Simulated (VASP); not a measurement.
# Cl (P6_3/mmc) in VASP: a series of runs

The runs below take Cl through relaxation of shape and atoms at fixed volume, with LDA.

All numbers are computed with VASP 6.6.1; they aren't measurements. Logs are shortened: lines on timing, memory, paths and dates and some standing lists are left out, and cuts for length are marked.

## (1) The cell of the first run

The structure is hexagonal, space group P6_3/mmc (No. 194). Conventional cell: a = 2.605 Å, b = 2.605 Å, c = 2.984 Å, α = 90.00°, β = 90.00°, γ = 120.00°. Cl (site symmetry -6m2) has 12 Cl at 2.12 to 2.61 Å within 2.8 Å.

## (2) Relaxation of shape and atoms at fixed volume, LDA

INCAR

```
SYSTEM = Cl
ALGO = Normal ; EDIFF = 1E-7
EDIFFG = -0.005 ; ENCUT = 600
IBRION = 2 ; ISIF = 4
ISMEAR = -1 ; LASPH = .True.
LCHARG = .False. ; LREAL = .False.
LWAVE = .False. ; NELM = 100
NSW = 50 ; PREC = Accurate
SIGMA = 0.1
```

KPOINTS

```
k-points
0
Gamma
  15 15 8
  0 0 0
```

POSCAR

```
Cl
1.0
    2.6051142278      0.0000000000      0.0000000000
   -1.3025571139      2.2560951010      0.0000000000
    0.0000000000      0.0000000000      2.9838566468
Cl
2
Direct
    0.3333333333      0.6666666667      0.2500000000
    0.6666666667      0.3333333333      0.7500000000
```

Potentials or basis: VASP PAW LDA potentials, release 64 (Cl).

The run is started by

```console
> cat potpaw_LDA.64/Cl/POTCAR > POTCAR
> mpirun -np 1 vasp_std > vasp.out
```

OUTCAR:

```text
SYSTEM = Cl
   EDIFF = 1E-7
   EDIFFG = -0.005
   ENCUT = 600
   IBRION = 2
   ISIF = 4
   ISMEAR = -1
   LASPH = .True.
   LREAL = .False.
   NELM = 100
   NSW = 50
   PREC = Accurate

 ion  position               nearest neighbor table
   1  0.333  0.667  0.250-   2 2.12   2 2.12   2 2.12   2 2.12   2 2.12   2 2.12
   2  0.667  0.333  0.750-   1 2.12   1 2.12   1 2.12   1 2.12   1 2.12   1 2.12

  LATTYP: Found a hexagonal cell.
 ALAT       =     2.6051142278
 C/A-ratio  =     1.1453841889

  Lattice vectors:

 A1 = (   2.6051142278,   0.0000000000,   0.0000000000)
 A2 = (  -1.3025571139,   2.2560951010,   0.0000000000)
 A3 = (   0.0000000000,   0.0000000000,   2.9838566468)

Analysis of symmetry for initial positions (statically):
=====================================================================
 Subroutine PRICEL returns:
 Original cell was already a primitive cell.

 Routine SETGRP: Setting up the symmetry group for a
 hexagonal supercell.

 Subroutine GETGRP returns: Found 24 space group operations
 (whereof 12 operations were pure point group operations)
 out of a pool of 24 trial point group operations.

The static configuration has the point symmetry D_3d.
 The point group associated with its full space group is D_6h.

Analysis of symmetry for dynamics (positions and initial velocities):
=====================================================================
 Subroutine PRICEL returns:
 Original cell was already a primitive cell.

 Routine SETGRP: Setting up the symmetry group for a
 hexagonal supercell.

 Subroutine GETGRP returns: Found 24 space group operations
 (whereof 12 operations were pure point group operations)
 out of a pool of 24 trial point group operations.

The dynamic configuration has the point symmetry D_3d.
 The point group associated with its full space group is D_6h.

 Subroutine INISYM returns: Found 24 space group operations
 (whereof 12 operations are pure point group operations),
 and found     1 'primitive' translations

----------------------------------------------------------------------------------------

                                     Primitive cell

  volume of cell :      17.5373

  direct lattice vectors                    reciprocal lattice vectors
     2.605114228  0.000000000  0.000000000     0.383860327  0.221621863  0.000000000
    -1.302557114  2.256095101  0.000000000     0.000000000  0.443243727  0.000000000
     0.000000000  0.000000000  2.983856647     0.000000000  0.000000000  0.335136744

  length of vectors
     2.605114228  2.605114228  2.983856647     0.443243727  0.443243727  0.335136744

  position of ions in fractional coordinates (direct lattice)
     0.333333333  0.666666667  0.250000000
     0.666666667  0.333333333  0.750000000

  ion indices of the primitive-cell ions
   primitive index   ion index
                 1           1
                 2           2

----------------------------------------------------------------------------------------

 KPOINTS: k-points

Automatic generation of k-mesh.
 Grid dimensions read from file:
 generate k-points for:   15   15    8

 Generating k-lattice:

  Cartesian coordinates                     Fractional coordinates (reciprocal lattice)
     0.025590688  0.014774791  0.000000000     0.066666667 -0.000000000  0.000000000
     0.000000000  0.029549582  0.000000000     0.000000000  0.066666667  0.000000000
     0.000000000  0.000000000  0.041892093     0.000000000  0.000000000  0.125000000

  Length of vectors
     0.029549582  0.029549582  0.041892093

  Shift w.r.t. Gamma in fractional coordinates (k-lattice)
     0.000000000  0.000000000  0.000000000

 Subroutine IBZKPT returns following result:
 ===========================================

 Found    135 irreducible k-points:

 Following reciprocal coordinates:
            Coordinates               Weight
  0.000000  0.000000  0.000000      1.000000
  0.066667  0.000000  0.000000      6.000000
  0.133333  0.000000  0.000000      6.000000
  0.200000  0.000000  0.000000      6.000000
  0.266667  0.000000  0.000000      6.000000
  0.333333  0.000000  0.000000      6.000000
[... 16 lines left out ...]
  0.333333  0.200000  0.000000     12.000000
  0.400000  0.200000  0.000000      6.000000
 [... further k-points ...]
   k-points           NKPTS =    135   k-points in BZ     NKDIM =    135   number of bands    NBANDS=     11
   number of dos      NEDOS =    301   number of ions     NIONS =      2
   total plane-waves  NPLWV =  13824
   dimension x,y,z NGX =    24 NGY =   24 NGZ =   24
   dimension x,y,z NGXF=    48 NGYF=   48 NGZF=   48
   ions per type =               2
   NGX,Y,Z   is equivalent  to a cutoff of  15.32, 15.32, 13.37 a.u.
   NGXF,Y,Z  is equivalent  to a cutoff of  30.63, 30.63, 26.74 a.u.
 SYSTEM =  Cl
   PREC   = accura    normal or accurate (medium, high low for compatibility)
   ISTART =      0    job   : 0-new  1-cont  2-samecut
   ICHARG =      2    charge: 1-file 2-atom 10-const
   ISPIN  =      1    spin polarized calculation?
   LNONCOLLINEAR =      F non collinear calculations
   LSORBIT =      F    spin-orbit coupling
   LASPH  =      T    aspherical Exc in radial PAW
   ENCUT  =  600.0 eV  44.10 Ry    6.64 a.u.   5.20  5.20  5.96*2*pi/ulx,y,z
   NELM   =    100;   NELMIN=  2; NELMDL= -5     # of ELM steps
   EDIFF  = 0.1E-06   stopping-criterion for ELM
   LREAL  =      F    real-space projection
   EDIFFG = -.5E-02   stopping-criterion for IOM
   NSW    =     50    number of steps for IOM
   IBRION =      2    ionic relax: 0-MD 1-quasi-New 2-CG
   NFREE  =      1    steps in history (QN), initial steepest desc. (CG)
   ISIF   =      4    stress and relaxation
   ISYM   =      2    0-nonsym 1-usesym 2-fastsym
   POTIM  = 0.5000    time-step for ionic-motion
   TEBEG  =    0.0;   TEEND  =   0.0 temperature during run
   PSTRESS=    0.0 pullay stress
   NELECT =      14.0000    total number of electrons
   NUPDOWN=      -1.0000    fix difference up-down
   EMIN   =  10.00;   EMAX   =-10.00  energy-range for DOS
   EFERMI =   0.00;   METHOD = LEGACY
   ISMEAR =    -1;   SIGMA  =   0.10  broadening in eV -4-tet -1-fermi 0-gaus
   EFERMI_NEDOS =   21; number of points for ismear=-14 and -15
   IALGO  =     38    algorithm
   IMIX   =      4    mixing-type and parameters
     AMIX     =   0.40;   BMIX     =  1.00
     AMIX_MAG =   1.60;   BMIX_MAG =  1.00
  volume/ion in A,a.u.               =       8.77        59.17
  Fermi-wavevector in a.u.,A,eV,Ry     =   1.518670  2.869871 31.379921  2.306359
  Thomas-Fermi vector in A             =   2.627760
   LORBIT       =      0    0 simple, 1 ext, 2 COOP (PROOUT), +10 PAW based schemes
   GGA     = CA    functional components
   LHFCALC =     F    Hartree Fock is set to
   AEXX    =    0.0000 exact exchange contribution
   IVDW    =     0    specifies the selected vdW correction
   LEPSILON=     F    determine dielectric tensor
   LRPA    =     F    only Hartree local field effects (RPA)
 conjugate gradient relaxation of ions
 non-spin polarized calculation
  energy-cutoff  :      600.00
  volume of cell :       17.54
 maximum number of plane-waves:       612
 NGX is ok and might be reduce to    24
   NGX = 11   NGY = 11   NGZ = 11

--------------------------------------- Ionic step        1  -------------------------------------------

 number of electron      14.0000000 magnetization

 Free energy of the ion-electron system (eV)
  ---------------------------------------------------
  ext. energy  EPLUGINS =         0.00000000
  ---------------------------------------------------
  free energy    TOTEN  =         4.64143632 eV

  energy without entropy =        4.67009660  energy(sigma->0) =        4.65576646

------------------------ aborting loop because EDIFF is reached ----------------------------------------

  FORCE on cell =-STRESS in cart. coord.  units (eV):
  Direction    XX          YY          ZZ          XY          YZ          ZX
  --------------------------------------------------------------------------------------
  -------------------------------------------------------------------------------------
  Total       21.5837005     21.5837005     32.5001796     -0.0000000      0.0000000      0.0000000
  in kB     1971.8522086   1971.8522085   2969.1642044     -0.0000000      0.0000000      0.0000000
  external PRESSURE =    2304.2895405 kB  Pullay stress =       0.0000000 kB
[... 89 lines left out ...]
  FREE ENERGIE OF THE ION-ELECTRON SYSTEM (eV)
  ---------------------------------------------------
  free  energy   TOTEN  =         3.3336207102 eV

  energy  without entropy=        3.3649989684  energy(sigma->0) =        3.34930984

[... ionic steps 4 to 16 ...]

--------------------------------------- Ionic step       17  -------------------------------------------

 number of electron      14.0000007 magnetization

------------------------ aborting loop because EDIFF is reached ----------------------------------------
[... 67 lines left out ...]
--------------------------------------- Ionic step       19  -------------------------------------------

 number of electron      14.0000006 magnetization

 Free energy of the ion-electron system (eV)
  ---------------------------------------------------
  ext. energy  EPLUGINS =         0.00000000
  ---------------------------------------------------
  free energy    TOTEN  =         3.24795694 eV

  energy without entropy =        3.27696548  energy(sigma->0) =        3.26246121

 E-fermi :  17.2270     XC(G=0): -14.4473

 val. band max:       17.2151157005   @ k =   0.3333   0.0000   0.5000
 cond. band min:      17.2302633949   @ k =   0.1333   0.1333   0.1250
 fundamental gap:      0.0151476944
 Fermi energy:        17.2270478184

 k-point     1 :       0.0000    0.0000    0.0000
  band No.  band energies     occupation
      1      -8.9209      2.00000
      2      -2.7619      2.00000
      3       2.5537      2.00000
      4      19.4888      0.00000
      5      20.1445      0.00000
      6      20.1445      0.00000
      7      21.8827      0.00000
      8      21.8827      0.00000
      9      27.6547      0.00000
     10      30.2194      0.00000
     11      30.8002      0.00000
[... 309 lines left out ...]
 k-point    24 :       0.4000    0.2000    0.0000
  band No.  band energies     occupation
      1      -0.1409      2.00000
      2       1.4637      2.00000
      3       6.1812      2.00000
      4       7.7538      2.00000
      5       9.1941      2.00000
      6      10.4399      2.00000
      7      12.9884      2.00000
      8      13.6172      2.00000
      9      21.6370      0.00000
     10      29.4617      0.00000
     11      31.4483      0.00000

 [... further k-points ...]

------------------------ aborting loop because EDIFF is reached ----------------------------------------

  FORCE on cell =-STRESS in cart. coord.  units (eV):
  Direction    XX          YY          ZZ          XY          YZ          ZX
  --------------------------------------------------------------------------------------
  -------------------------------------------------------------------------------------
  Total       22.0592505     22.0592504     22.0609106     -0.0000000     -0.0000000      0.0000000
  in kB     2015.2976856   2015.2976837   2015.4493514     -0.0000000     -0.0000000      0.0000000
  external PRESSURE =    2015.3482402 kB  Pullay stress =       0.0000000 kB
[... 17 lines left out ...]
  FREE ENERGIE OF THE ION-ELECTRON SYSTEM (eV)
  ---------------------------------------------------
  free  energy   TOTEN  =         3.2479569442 eV

  energy  without entropy=        3.2769654794  energy(sigma->0) =        3.26246121

 reached required accuracy - stopping structural energy minimisation
```

Wall time 2.2 min (1 thread of Intel Xeon Platinum 8259CL at 2.50GHz (Skylake/Cascade Lake), shared host); peak memory 0.14 GiB.

What came out:

```
Free energy               : 3.2480 eV
Energy gained by relaxing : 696.7 meV/atom
Ionic steps               : 19
Pressure after relaxing   : 201.5 GPa
Band gap on the k mesh    : zero (band 7 reaches 21.88 eV, above the bottom of band 8 at 12.11 eV)
```

The path:
| step | energy change (eV) | largest force (eV/Å) | pressure (GPa) | volume (Å³) |
| --- | --- | --- | --- | --- |
| 1 | 0.0000 | 0.0000 | 230.43 | 17.54 |
| 2 | -1.2749 | 0.0000 | 207.59 | 17.54 |
| 3 | -1.3078 | 0.0000 | 204.96 | 17.54 |
| 4 | -1.3334 | 0.0000 | 202.13 | 17.54 |
| 5 | -1.3289 | 0.0000 | 203.78 | 17.54 |
| 6 | -1.3656 | 0.0000 | 201.59 | 17.54 |
| 7 | -1.3932 | 0.0000 | 201.58 | 17.54 |
| 8 | -1.3929 | 0.0000 | 201.48 | 17.54 |
| 9 | -1.3929 | 0.0000 | 201.48 | 17.54 |
| 10 | -1.3931 | 0.0000 | 201.49 | 17.54 |
| 11 | -1.3931 | 0.0000 | 201.49 | 17.54 |
| 12 | -1.3931 | 0.0000 | 201.49 | 17.54 |
| 13 | -1.3931 | 0.0000 | 201.49 | 17.54 |
| 14 | -1.3932 | 0.0000 | 201.49 | 17.54 |
| 15 | -1.3932 | 0.0000 | 201.49 | 17.54 |
| 16 | -1.3933 | 0.0000 | 201.50 | 17.54 |
| 17 | -1.3934 | 0.0000 | 201.52 | 17.54 |
| 18 | -1.3934 | 0.0000 | 201.56 | 17.54 |
| 19 | -1.3935 | 0.0000 | 201.53 | 17.54 |

Final structure:
```
Cl
1.0
     2.25130    0.00000    0.00000
    -1.12565    1.94968    0.00000
     0.00000    0.00000    3.99544
Cl
2
Direct
  0.33333 0.66667 0.25000
  0.66667 0.33333 0.75000
```

(Part 1 of 2 ends here.)
